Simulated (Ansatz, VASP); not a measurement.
**One calculation of BiTe, two programs**

POSCAR

```
BiTe
1.0
    0.0000000000      3.2802041284      3.2802041284
    3.2802041284      0.0000000000      3.2802041284
    3.2802041284      3.2802041284      0.0000000000
Bi Te
1 1
Direct
    0.0000000000      0.0000000000      0.0000000000
    0.5000000000      0.5000000000      0.5000000000
```

The input INCAR.step1:

```
SYSTEM = BiTe
  PREC = Accurate
  ENCUT = 520
  ISMEAR = -1
  SIGMA = 0.05
  LREAL = .False.
  LASPH = .True.
  NELM = 100
  NBANDS = 18
  GGA = PE
  ALGO = Normal
  EDIFF = 1E-4
  LWAVE = .True.
  LCHARG = .False.
```

File INCAR.step2:

```
SYSTEM = BiTe
  PREC = Accurate
  ENCUT = 520
  EDIFF = 1E-8
  ISMEAR = -1
  SIGMA = 0.05
  LREAL = .False.
  LASPH = .True.
  NELM = 100
  ALGO = Normal
  ISIF = 2
  LWAVE = .False.
  LCHARG = .False.
  METAGGA = R2SCAN
  LMIXTAU = .True.
  LEFG = .True.
  NBANDS = 18
  ISTART = 1
```

Contents of KPOINTS:

```
Automatic mesh
0
Gamma
  10 10 10
  0 0 0
```

Input for Ansatz:

```yaml
crystal:
  lattice:
    - [0.0, 3.2802041284, 3.2802041284]
    - [3.2802041284, 0.0, 3.2802041284]
    - [3.2802041284, 3.2802041284, 0.0]
  atoms:
    - { symbol: Bi, position: [0.0, 0.0, 0.0] }
    - { symbol: Te, position: [0.5, 0.5, 0.5] }
kpoints:
  mp_grid: { grid: [10, 10, 10] }
scf:
  occupations: { method: fermi_dirac, width: 0.05 }
hamiltonian:
  xc: r2scan
  pseudopotentials: { kind: paw }
output:
  forces: true
  stress: true
  eigenvalues: true
  efg: { contact_densities: true }
```

Change from the starting cell: volume scaled by 1.025, PAW files.

Alike in both runs: task electric field gradients; functional r2SCAN; k mesh 10 × 10 × 10; occupations fermi-dirac, width 0.05 eV; no spin polarisation.

|  | VASP | Ansatz |
| --- | --- | --- |
| version | VASP 6.6.1 | Ansatz 0.2.0 |
| potentials or method | VASP PAW PBE potentials, release 64 (Bi_d, Te) | PAW with Ansatz's default frozen-core files, scalar-relativistic |
| plane-wave cutoff (eV) | 520 | 500 |
| valence electrons in the cell | 21 | 31 |

|  | VASP | Ansatz | Ansatz less VASP |
| --- | --- | --- | --- |
| pressure (GPa) | -2.0 | -1.9 | +0.03 |

VASP's potentials were made for PBE, not for r2SCAN. The functional is the same, so the differences come from potentials, cutoffs and numerics. VASP's potentials hold 21 valence electrons a cell and Ansatz's 31, so a difference there can come from the potentials and not from the codes.

Spin-orbit coupling is off throughout.
